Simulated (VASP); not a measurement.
Write the native input for VASP 6.6.1 that does the following.

```
Task                   : single point
Functional             : PBE
Potentials or basis    : VASP PAW PBE potentials, release 64 (Ti_sv, Si)
Cutoff                 : 520 eV
k mesh                 : 12 × 12 × 12
Occupations            : gaussian, width 0.15 eV
Spin                   : no spin polarisation
Dipole correction      : no
Further INCAR settings : ALGO = Normal; EDIFF = 1e-06; NBANDS = 29
```

The structure of TiSi2 lies in POSCAR:

```
TiSi2
1.0
    1.7892600089     -6.8404154437      0.0000000000
    1.7892600089      6.8404154437      0.0000000000
    0.0000000000      0.0000000000      3.6105059700
Ti Si
2 4
Direct
    0.8968075258      0.1031924742      0.7500000000
    0.1031924742      0.8968075258      0.2500000000
    0.5591373591      0.4408626409      0.7500000000
    0.4408626409      0.5591373591      0.2500000000
    0.2498287182      0.7501712818      0.7500000000
    0.7501712818      0.2498287182      0.2500000000
```

One way to write it, as run:

INCAR

```
PREC = Accurate ; ENCUT = 520
EDIFF = 1E-6 ; ISMEAR = 0
SIGMA = 0.15 ; LREAL = F
LASPH = T ; NELM = 100
ALGO = Normal ; ISIF = 2
LWAVE = F ; LCHARG = F
GGA = PE ; NBANDS = 29
```

KPOINTS

```
Automatic mesh
0
Gamma
  12 12 12
```

Potentials or basis: VASP PAW PBE potentials, release 64 (Ti_sv, Si).

Launch:

```sh
$ cat potpaw_PBE.64/Ti_sv/POTCAR potpaw_PBE.64/Si/POTCAR > POTCAR
$ mpirun -np 1 vasp_std > vasp.out
```

Results of the run:

The pressure is -3.4 GPa. The largest force is 0.074 eV/Å and the band gap on the k mesh is zero (band 20 reaches 10.53 eV, above the bottom of band 21 at 9.56 eV).

Wall time 20 min on 1 thread of Intel(R) Xeon(R) Platinum 8259CL CPU @ 2.50GHz (Skylake/Cascade Lake), on a shared host, peak memory 0.74 GiB.
